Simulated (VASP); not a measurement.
# LiFeS (P4/nmm) in VASP: a series of runs

Aim: see how the results for LiFeS move with the level of theory and the settings. Levels: r2SCAN, PBE. Tasks: single point.

All numbers are computed with VASP 6.6.1; they aren't measurements. Logs are shortened: lines on timing, memory, paths and dates and some standing lists are left out, and cuts for length are marked.

### 1 The cell of the first run

Symmetry: P4/nmm, No. 129, tetragonal system. The conventional cell has a = 4.140 Å, b = 4.140 Å, c = 5.967 Å, α = 90.00°, β = 90.00°, γ = 90.00°. Within 3.3 Å of Fe (site symmetry -4m2) lie 4 S at 2.50 Å and 4 Fe at 2.93 Å and 2 Li at 2.98 Å. Within 3.3 Å of S (site symmetry 4mm) lie 4 Fe at 2.50 Å and 4 Li at 2.60 Å. Li (site symmetry -4m2) has 4 S at 2.60 Å and 4 Li at 2.93 Å and 2 Fe at 2.98 Å within 3.4 Å.

### 2 Single point, r2SCAN, collinear spin, ferromagnetic start

Input file POSCAR:

```
LiFeS
1.0
    4.1398747800      0.0000000000      0.0000000000
    0.0000000000      4.1398747800      0.0000000000
    0.0000000000      0.0000000000      5.9669085700
Fe S Li
2 2 2
Direct
    0.0000000000      0.0000000000      0.0000000000
    0.5000000000      0.5000000000      0.0000000000
    0.0000000000      0.5000000000      0.7638000000
    0.5000000000      0.0000000000      0.2362000000
    0.0000000000      0.0000000000      0.5000000000
    0.5000000000      0.5000000000      0.5000000000
```

Input file INCAR.step1:

```
SYSTEM = LiFeS
  PREC = Accurate
  ENCUT = 520
  ISMEAR = 1
  SIGMA = 0.1833
  LREAL = .False.
  LASPH = .True.
  NELM = 150
  ISPIN = 2
  MAGMOM = 3 3 0 0 0 0
  LMAXMIX = 4
  NBANDS = 30
  GGA = PE
  ALGO = Normal
  EDIFF = 1E-4
  LWAVE = .True.
  LCHARG = .False.
```

Input file INCAR.step2:

```
SYSTEM = LiFeS
  PREC = Accurate
  ENCUT = 520
  EDIFF = 1E-7
  ISMEAR = 1
  SIGMA = 0.1833
  LREAL = .False.
  LASPH = .True.
  NELM = 150
  ALGO = Normal
  ISIF = 2
  LWAVE = .False.
  LCHARG = .False.
  ISPIN = 2
  MAGMOM = 3 3 0 0 0 0
  LORBIT = 11
  LMAXMIX = 4
  METAGGA = R2SCAN
  LMIXTAU = .True.
  NBANDS = 30
  ISTART = 1
```

Input file KPOINTS:

```
regular mesh
0
Gamma
  4 4 3
  0 0 0
```

Potentials or basis: VASP PAW PBE potentials, release 64 (Fe, S, Li_sv).

Run with:

```bash
> cat potpaw_PBE.64/Fe/POTCAR potpaw_PBE.64/S/POTCAR potpaw_PBE.64/Li_sv/POTCAR > POTCAR
> cp INCAR.step1 INCAR
> mpirun -np 1 vasp_std > vasp.out
> cp INCAR.step2 INCAR
> mpirun -np 1 vasp_std > vasp.out
```

OUTCAR:

```text
SYSTEM = LiFeS
   PREC = Accurate
   ENCUT = 520
   EDIFF = 1E-7
   ISMEAR = 1
   LREAL = .False.
   LASPH = .True.
   NELM = 150
   ISIF = 2
   ISPIN = 2
   LORBIT = 11
   METAGGA = R2SCAN
   ISTART = 1

 ion  position               nearest neighbor table
   1  0.000  0.000  0.000-   3 2.50   4 2.50   3 2.50   4 2.50   2 2.93   2 2.93   2 2.93   2 2.93

   2  0.500  0.500  0.000-   3 2.50   4 2.50   4 2.50   3 2.50   1 2.93   1 2.93   1 2.93   1 2.93

   3  0.000  0.500  0.764-   1 2.50   2 2.50   1 2.50   2 2.50   5 2.60   5 2.60   6 2.60   6 2.60

   4  0.500  0.000  0.236-   1 2.50   2 2.50   2 2.50   1 2.50   5 2.60   6 2.60   6 2.60   5 2.60

   5  0.000  0.000  0.500-   3 2.60   4 2.60   3 2.60   4 2.60
   6  0.500  0.500  0.500-   3 2.60   4 2.60   4 2.60   3 2.60

  LATTYP: Found a simple tetragonal cell.
 ALAT       =     4.1398747800
 C/A-ratio  =     1.4413258582

  Lattice vectors:

 A1 = (   4.1398747800,   0.0000000000,   0.0000000000)
 A2 = (   0.0000000000,   4.1398747800,   0.0000000000)
 A3 = (   0.0000000000,   0.0000000000,   5.9669085700)

Analysis of symmetry for initial positions (statically):
=====================================================================
 Subroutine PRICEL returns:
 Original cell was already a primitive cell.

 Routine SETGRP: Setting up the symmetry group for a
 simple tetragonal supercell.

 Subroutine GETGRP returns: Found 16 space group operations
 (whereof  8 operations were pure point group operations)
 out of a pool of 16 trial point group operations.

The static configuration has the point symmetry D_2d.
 The point group associated with its full space group is D_4h.

Analysis of symmetry for dynamics (positions and initial velocities):
=====================================================================
 Subroutine PRICEL returns:
 Original cell was already a primitive cell.

 Routine SETGRP: Setting up the symmetry group for a
 simple tetragonal supercell.

 Subroutine GETGRP returns: Found 16 space group operations
 (whereof  8 operations were pure point group operations)
 out of a pool of 16 trial point group operations.

The dynamic configuration has the point symmetry D_2d.
 The point group associated with its full space group is D_4h.

Analysis of structural, dynamic, and magnetic symmetry:
=====================================================================
 Subroutine PRICEL returns:
 Original cell was already a primitive cell.

 Routine SETGRP: Setting up the symmetry group for a
 simple tetragonal supercell.

 Subroutine GETGRP returns: Found 16 space group operations
 (whereof  8 operations were pure point group operations)
 out of a pool of 16 trial point group operations.

The overall configuration has the point symmetry D_2d.
 The point group associated with its full space group is D_4h.

 Subroutine INISYM returns: Found 16 space group operations
 (whereof  8 operations are pure point group operations),
 and found     1 'primitive' translations

----------------------------------------------------------------------------------------

                                     Primitive cell

  volume of cell :     102.2642

  direct lattice vectors                    reciprocal lattice vectors
     4.139874780  0.000000000  0.000000000     0.241553200  0.000000000  0.000000000
     0.000000000  4.139874780  0.000000000     0.000000000  0.241553200  0.000000000
     0.000000000  0.000000000  5.966908570     0.000000000  0.000000000  0.167590971

  length of vectors
     4.139874780  4.139874780  5.966908570     0.241553200  0.241553200  0.167590971

  position of ions in fractional coordinates (direct lattice)
     0.000000000  0.000000000  0.000000000
     0.500000000  0.500000000  0.000000000
     0.000000000  0.500000000  0.763800000
     0.500000000  0.000000000  0.236200000
     0.000000000  0.000000000  0.500000000
     0.500000000  0.500000000  0.500000000

  ion indices of the primitive-cell ions
   primitive index   ion index
                 1           1
[... 39 lines left out ...]
  0.500000  0.500000  0.000000      1.000000
  0.000000  0.000000  0.333333      2.000000
  0.250000  0.000000  0.333333      8.000000
  0.500000  0.000000  0.333333      4.000000
  0.250000  0.250000  0.333333      8.000000
  0.500000  0.250000  0.333333      8.000000
  0.500000  0.500000  0.333333      2.000000
   k-points           NKPTS =     12   k-points in BZ     NKDIM =     12   number of bands    NBANDS=     30
   number of dos      NEDOS =    301   number of ions     NIONS =      6
   total plane-waves  NPLWV =  49152
   dimension x,y,z NGX =    32 NGY =   32 NGZ =   48
   dimension x,y,z NGXF=    64 NGYF=   64 NGZF=   96
   ions per type =               2   2   2
   NGX,Y,Z   is equivalent  to a cutoff of  12.85, 12.85, 13.37 a.u.
   NGXF,Y,Z  is equivalent  to a cutoff of  25.70, 25.70, 26.75 a.u.
 SYSTEM =  LiFeS
   PREC   = accura    normal or accurate (medium, high low for compatibility)
   ISTART =      1    job   : 0-new  1-cont  2-samecut
   ICHARG =      0    charge: 1-file 2-atom 10-const
   ISPIN  =      2    spin polarized calculation?
   LNONCOLLINEAR =      F non collinear calculations
   LSORBIT =      F    spin-orbit coupling
   LASPH  =      T    aspherical Exc in radial PAW
   ENCUT  =  520.0 eV  38.22 Ry    6.18 a.u.   7.70  7.70 11.09*2*pi/ulx,y,z
   NELM   =    150;   NELMIN=  2; NELMDL=  0     # of ELM steps
   EDIFF  = 0.1E-06   stopping-criterion for ELM
   LREAL  =      F    real-space projection
   EDIFFG = 0.1E-05   stopping-criterion for IOM
   NSW    =      0    number of steps for IOM
   IBRION =     -1    ionic relax: 0-MD 1-quasi-New 2-CG
   NFREE  =      0    steps in history (QN), initial steepest desc. (CG)
   ISIF   =      2    stress and relaxation
   ISYM   =      2    0-nonsym 1-usesym 2-fastsym
   POTIM  = 0.5000    time-step for ionic-motion
   TEBEG  =    0.0;   TEEND  =   0.0 temperature during run
   PSTRESS=    0.0 pullay stress
   NELECT =      34.0000    total number of electrons
   NUPDOWN=      -1.0000    fix difference up-down
   EMIN   =  10.00;   EMAX   =-10.00  energy-range for DOS
   EFERMI =   0.00;   METHOD = LEGACY
   ISMEAR =     1;   SIGMA  =   0.18  broadening in eV -4-tet -1-fermi 0-gaus
   EFERMI_NEDOS =   21; number of points for ismear=-14 and -15
   IALGO  =     38    algorithm
   IMIX   =      4    mixing-type and parameters
     AMIX     =   0.40;   BMIX     =  1.00
     AMIX_MAG =   1.60;   BMIX_MAG =  1.00
  volume/ion in A,a.u.               =      17.04       115.02
  Fermi-wavevector in a.u.,A,eV,Ry     =   1.134122  2.143180 17.500266  1.286233
  Thomas-Fermi vector in A             =   2.270826
   LORBIT       =     11    0 simple, 1 ext, 2 COOP (PROOUT), +10 PAW based schemes
   METAGGA = R2SCAN    functional components
   LHFCALC =     F    Hartree Fock is set to
   AEXX    =    0.0000 exact exchange contribution
   IVDW    =     0    specifies the selected vdW correction
   LEPSILON=     F    determine dielectric tensor
   LRPA    =     F    only Hartree local field effects (RPA)
 spin polarized calculation
 Methfessel and Paxton  Order N= 1 SIGMA  =   0.18
  energy-cutoff  :      520.00
  volume of cell :      102.26
 maximum number of plane-waves:      2772
 NGX is ok and might be reduce to    32
   NGX = 15   NGY = 15   NGZ = 23

 number of electron      33.9999996 magnetization       6.0422790

 Free energy of the ion-electron system (eV)
  ---------------------------------------------------
  ext. energy  EPLUGINS =         0.00000000
  ---------------------------------------------------
  free energy    TOTEN  =       -53.18133055 eV

  energy without entropy =      -53.18017926  energy(sigma->0) =      -53.18094679

 E-fermi :   4.7721     XC(G=0):  -9.9103

 val. band max:        4.7719037815   @ k =   0.0000   0.0000   0.3333
 cond. band min:       4.8303853035   @ k =   0.5000   0.0000   0.0000
 fundamental gap:      0.0584815220
 Fermi energy:         4.7720574124

 spin component 1

 k-point     1 :       0.0000    0.0000    0.0000
  band No.  band energies     occupation
      1     -44.5852      1.00000
      2     -44.5662      1.00000
      3     -10.7330      1.00000
      4     -10.1044      1.00000
      5      -2.1039      1.00000
      6      -1.2019      1.00000
[... 373 lines left out ...]
     28      11.0110      0.00000
     29      12.9482      0.00000
 Fermi energy:         4.7720574124

 spin component 2

 k-point     1 :       0.0000    0.0000    0.0000
  band No.  band energies     occupation
      1     -44.5882      1.00000
      2     -44.5695      1.00000
      3     -10.6537      1.00000
      4      -9.9635      1.00000
      5      -1.8992      1.00000
      6      -0.3827      1.00000
[... 373 lines left out ...]
     28      11.4791      0.00000
     29      13.1751      0.00000
 [bands above 29 left out]

------------------------ aborting loop because EDIFF is reached ----------------------------------------

  FORCE on cell =-STRESS in cart. coord.  units (eV):
  Direction    XX          YY          ZZ          XY          YZ          ZX
  --------------------------------------------------------------------------------------
  -------------------------------------------------------------------------------------
  Total       -7.0883636     -7.0883636     -4.6577729      0.0000000      0.0000000     -0.0000000
  in kB     -111.0536344   -111.0536344    -72.9734862      0.0000000      0.0000000     -0.0000000
  external PRESSURE =     -98.3602517 kB  Pullay stress =       0.0000000 kB

 VOLUME and BASIS-vectors are now :
 -----------------------------------------------------------------------------
  energy-cutoff  :      520.00
  volume of cell :      102.26
      direct lattice vectors                 reciprocal lattice vectors
     4.139874780  0.000000000  0.000000000     0.241553200  0.000000000  0.000000000
     0.000000000  4.139874780  0.000000000     0.000000000  0.241553200  0.000000000
     0.000000000  0.000000000  5.966908570     0.000000000  0.000000000  0.167590971

 POSITION                                       TOTAL-FORCE (eV/Angst)
 -----------------------------------------------------------------------------------
      0.00000      0.00000      0.00000         0.000000     -0.000000      0.000000
      2.06994      2.06994      0.00000        -0.000000      0.000000      0.000000
      0.00000      2.06994      4.55752        -0.000000      0.000000     -0.077946
      2.06994      0.00000      1.40938         0.000000      0.000000      0.077946
      0.00000      0.00000      2.98345        -0.000000      0.000000      0.000000
      2.06994      2.06994      2.98345         0.000000      0.000000      0.000000
 -----------------------------------------------------------------------------------
    total drift:                                0.000000     -0.000000     -0.000000

  FREE ENERGIE OF THE ION-ELECTRON SYSTEM (eV)
  ---------------------------------------------------
  free  energy   TOTEN  =       -53.1813305533 eV

  energy  without entropy=      -53.1801792622  energy(sigma->0) =      -53.18094679

 total charge

# of ion       s       p       d       tot
------------------------------------------
    1        0.275   0.305   6.243   6.823
    2        0.275   0.305   6.243   6.823
    3        1.293   2.411   0.000   3.703
    4        1.293   2.411   0.000   3.703
    5        2.009   0.014   0.000   2.023
    6        2.009   0.014   0.000   2.023
--------------------------------------------------
tot          7.153   5.459  12.485  25.098

 magnetization (x)

# of ion       s       p       d       tot
------------------------------------------
    1        0.014   0.001   3.008   3.023
    2        0.014   0.001   3.008   3.023
    3        0.009   0.064   0.000   0.073
    4        0.009   0.064   0.000   0.073
    5        0.001  -0.000   0.000   0.001
    6        0.001  -0.000   0.000   0.001
--------------------------------------------------
tot          0.048   0.131   6.015   6.194
```

Run time: 3.4 min. Hardware: 1 thread of AMD EPYC 9R45 (Zen 5), shared host; peak memory 0.26 GiB.

What came out:

```yaml
Free_energy: -53.1813 eV
Largest_force: 0.078 eV/Å
Net_moment: 6.04 μB per cell
Site_moments: Fe +3.02; S +0.07; Li +0.00 μB
Valence_electrons_inside_the_program's_atomic_spheres: Fe 6.82; S 3.70; Li 2.02
```

Forces in eV/Å, atoms in the order of the input:
```
Fe   0.000  0.000  0.000
Fe   0.000  0.000  0.000
S    0.000  0.000 -0.078
S    0.000  0.000  0.078
Li   0.000  0.000  0.000
Li   0.000  0.000  0.000
```

Levels at points of the mesh, in eV from the Fermi level:
Spin up:
```tsv
k point	band 18	band 19	band 20	band 21	band 22	band 23
(0.00, 0.00, 0.00)	-1.96	-1.59	-1.59	-0.33	0.96	2.81
(0.50, 0.00, 0.00)	-2.33	-2.10	-2.10	2.23	2.23	3.36
(0.50, 0.50, 0.00)	-3.37	-2.13	-2.13	0.92	0.92	2.97
```
Spin down:
```csv
k point,band 11,band 12,band 13,band 14,band 15,band 16,band 17,band 18
"(0.00, 0.00, 0.00)",-1.84,-0.79,-0.75,-0.60,-0.20,1.01,1.33,1.36
"(0.50, 0.00, 0.00)",-0.67,-0.67,-0.65,-0.65,0.06,0.06,1.18,1.18
"(0.50, 0.50, 0.00)",-1.49,-1.49,-1.28,-1.28,0.70,0.70,0.71,0.71
```

Caveat: the k points lie up to 0.38 Å⁻¹ apart; the cutoff is under 1.25 times the usual one of these potentials, so pressure, stress and relaxed cells hold a basis-set (Pulay) error; the PAW data sets were made with another functional, which shifts forces and pressure a little; only a ferromagnetic start was run, and an antiferromagnetic order may lie lower in energy. With open d or f shells a metallic result of r2SCAN can be an artefact of self-interaction; +U or a hybrid may open a gap.

### 3 Single point, r2SCAN, collinear spin, ferromagnetic start

POSCAR is that of step 2.

Input file INCAR.step1:

```
PREC = Accurate
ENCUT = 520
ISMEAR = 1
SIGMA = 0.1833
LREAL = False
LASPH = True
NELM = 150
ISPIN = 2
MAGMOM = 3 3 0 0 0 0
LMAXMIX = 4
NBANDS = 30
GGA = PE
ALGO = Normal
EDIFF = 1E-4
LWAVE = True
LCHARG = False
```

Input file INCAR.step2:

```
PREC = Accurate
ENCUT = 520
EDIFF = 1E-6
ISMEAR = 1
SIGMA = 0.1833
LREAL = False
LASPH = True
NELM = 150
ALGO = Normal
ISIF = 2
LWAVE = False
LCHARG = True
ISPIN = 2
MAGMOM = 3 3 0 0 0 0
LORBIT = 11
LMAXMIX = 4
METAGGA = R2SCAN
LMIXTAU = True
LELF = True
LVHAR = True
NBANDS = 30
ISTART = 1
```

Input file KPOINTS:

```
regular mesh
0
Gamma
  4 4 3
```

Potentials or basis: VASP PAW PBE potentials, release 64 (Fe, S, Li_sv).

Run with:

```bash
> cat potpaw_PBE.64/Fe/POTCAR potpaw_PBE.64/S/POTCAR potpaw_PBE.64/Li_sv/POTCAR > POTCAR
> cp INCAR.step1 INCAR
> mpirun -np 1 vasp_std > vasp.out
> cp INCAR.step2 INCAR
> mpirun -np 1 vasp_std > vasp.out
```

It took 3.2 min on 1 thread of AMD EPYC 9R45 (Zen 5), shared host; peak memory 0.26 GiB.

The run converged. Its results:

```
Free energy                                           : -53.1813 eV
Largest force                                         : 0.078 eV/Å
Net moment                                            : 6.04 μB per cell
Site moments                                          : Fe +3.02; S +0.07; Li +0.00 μB
Valence electrons inside the program's atomic spheres : Fe 6.82; S 3.70; Li 2.02
```

Forces in eV/Å, atoms in the order of the input:
```
Fe   0.000  0.000  0.000
Fe   0.000  0.000  0.000
S    0.000  0.000 -0.078
S    0.000  0.000  0.078
Li   0.000  0.000  0.000
Li   0.000  0.000  0.000
```

Levels at points of the mesh, in eV from the Fermi level:
Spin up:
| k point | band 16 | band 17 | band 18 | band 19 | band 20 | band 21 | band 22 | band 23 | band 24 | band 25 |
| --- | --- | --- | --- | --- | --- | --- | --- | --- | --- | --- |
| (0.00, 0.00, 0.00) | -2.78 | -2.44 | -1.96 | -1.59 | -1.59 | -0.33 | 0.96 | 2.81 | 3.26 | 3.26 |
| (0.50, 0.00, 0.00) | -3.18 | -2.33 | -2.33 | -2.10 | -2.10 | 2.23 | 2.23 | 3.36 | 3.36 | 4.86 |
| (0.50, 0.50, 0.00) | -3.39 | -3.37 | -3.37 | -2.13 | -2.13 | 0.92 | 0.92 | 2.97 | 2.97 | 7.43 |
Spin down:
| k point | band 12 | band 13 | band 14 | band 15 | band 16 | band 17 |
| --- | --- | --- | --- | --- | --- | --- |
| (0.00, 0.00, 0.00) | -0.79 | -0.75 | -0.60 | -0.20 | 1.01 | 1.33 |
| (0.50, 0.00, 0.00) | -0.67 | -0.65 | -0.65 | 0.06 | 0.06 | 1.18 |
| (0.50, 0.50, 0.00) | -1.49 | -1.28 | -1.28 | 0.70 | 0.70 | 0.71 |

Caveat: the k points lie up to 0.38 Å⁻¹ apart; the cutoff is under 1.25 times the usual one of these potentials, so pressure, stress and relaxed cells hold a basis-set (Pulay) error; the PAW data sets were made with another functional, which shifts forces and pressure a little; only a ferromagnetic start was run, and an antiferromagnetic order may lie lower in energy.

(Continued in part 2 of 2.)
